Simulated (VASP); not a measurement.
Write the native input for VASP 6.6.1 that does the following.

- Task: single point
- Functional: PBE
- Potentials or basis: VASP PAW PBE potentials, release 64 (Mg)
- Cutoff: 520 eV
- k mesh: 10 × 10 × 6
- Occupations: methfessel-paxton, width 0.1 eV
- Spin: no spin polarisation
- Dipole correction: no
- Further INCAR settings: ALGO = Normal; EDIFF = 1e-06; NBANDS = 9

The structure of Mg lies in POSCAR:

```
Mg
1.0
    3.2093000000      0.0000000000      0.0000000000
   -1.6046500000      2.7793350000      0.0000000000
    0.0000000000      0.0000000000      5.2103000000
Mg
2
Direct
    0.3333333333      0.6666666667      0.2500000000
    0.6666666667      0.3333333333      0.7500000000
```

The input as run:

INCAR

```
SYSTEM = Mg
ALGO = Normal
EDIFF = 1E-6
ENCUT = 520
GGA = PE
ISIF = 2
ISMEAR = 1
LASPH = .True.
LCHARG = .True.
LELF = .True.
LREAL = .False.
LVHAR = .True.
LWAVE = .False.
NBANDS = 9
NELM = 80
PREC = Accurate
SIGMA = 0.1
```

KPOINTS

```
k-points
0
Gamma
  10 10 6
  0 0 0
```

Potentials or basis: VASP PAW PBE potentials, release 64 (Mg).

The run is started by

```sh
$ cat potpaw_PBE.64/Mg/POTCAR > POTCAR
$ mpirun -np 1 vasp_std > vasp.out
```

Results of the run:

- Pressure: -0.4 GPa
- Band gap on the k mesh: zero (bands 2 and 3 overlap by 1.91 eV)

Run time: 23 s on 1 thread of Intel Xeon 8259CL, on a shared host, peak memory 0.17 GiB.
